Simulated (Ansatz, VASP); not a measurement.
Zr3S2 in VASP and in Ansatz

File INCAR:

```
SYSTEM = Zr3S2
PREC = Accurate ; ENCUT = 520
EDIFF = 1E-7 ; ISMEAR = 0
SIGMA = 0.15 ; LREAL = .False.
LASPH = .True. ; NELM = 60
ALGO = Normal ; ISIF = 2
LWAVE = .False. ; LCHARG = .True.
GGA = PS ; LELF = .True.
LVHAR = .True. ; NBANDS = 32
```

KPOINTS

```
regular mesh
0
Gamma
  12 12 12
  0 0 0
```

File POSCAR:

```
Zr3S2
1.0
    2.8645729391      1.6538619575      3.4346977122
   -2.8645729391      1.6538619575      3.4346977122
    0.0000000000     -3.3077239149      3.4346977123
Zr S
3 2
Direct
    0.1618381769      0.8381618231      0.5000000000
    0.5000000000      0.1618381769      0.8381618231
    0.8381618231      0.5000000000      0.1618381769
    0.3349612436      0.3349612436      0.3349612436
    0.6650387564      0.6650387564      0.6650387564
```

Input for Ansatz:

```yaml
crystal:
  lattice:
    - [2.8645729391, 1.6538619575, 3.4346977122]
    - [-2.8645729391, 1.6538619575, 3.4346977122]
    - [0.0, -3.3077239149, 3.4346977123]
  atoms:
    - { symbol: Zr, position: [0.1618381769, 0.8381618231, 0.5] }
    - { symbol: Zr, position: [0.5, 0.1618381769, 0.8381618231] }
    - { symbol: Zr, position: [0.8381618231, 0.5, 0.1618381769] }
    - { symbol: S, position: [0.3349612436, 0.3349612436, 0.3349612436] }
    - { symbol: S, position: [0.6650387564, 0.6650387564, 0.6650387564] }
basis:
  ecutwfc: 420
kpoints:
  mp_grid: { grid: [12, 12, 12] }
hamiltonian:
  xc: pbesol
scf:
  occupations: { method: gaussian, width: 0.15 }
output:
  forces: true
  stress: true
  eigenvalues: true
```

Alike in both runs: task single point; functional PBEsol; k mesh 12 × 12 × 12; occupations gaussian, width 0.15 eV; no spin polarisation.

```csv
,VASP,Ansatz
version,VASP 6.6.1,Ansatz 0.2.0
potentials or method,"VASP PAW PBE potentials, release 64 (Zr_sv, S), cutoff 520 eV","scalar-relativistic, plane waves, PAW"
valence electrons in the cell,48,48
```

```tsv
	VASP	Ansatz	Ansatz less VASP
gap on the k mesh at the Fermi level (eV)	none	none	-
pressure (GPa)	0.1	0.0	-0.16
traceless stress, the component that is largest in VASP (GPa)	0.09	0.02	-0.075
rms of the force components (eV/Å)	0.006	0.003	-0.0035
```

VASP's potentials were made for PBE, not for PBEsol. Atom by atom the forces differ by 0.004 eV/Å (rms over components). A gap of «none» marks a metal or a gap that the smearing closes.
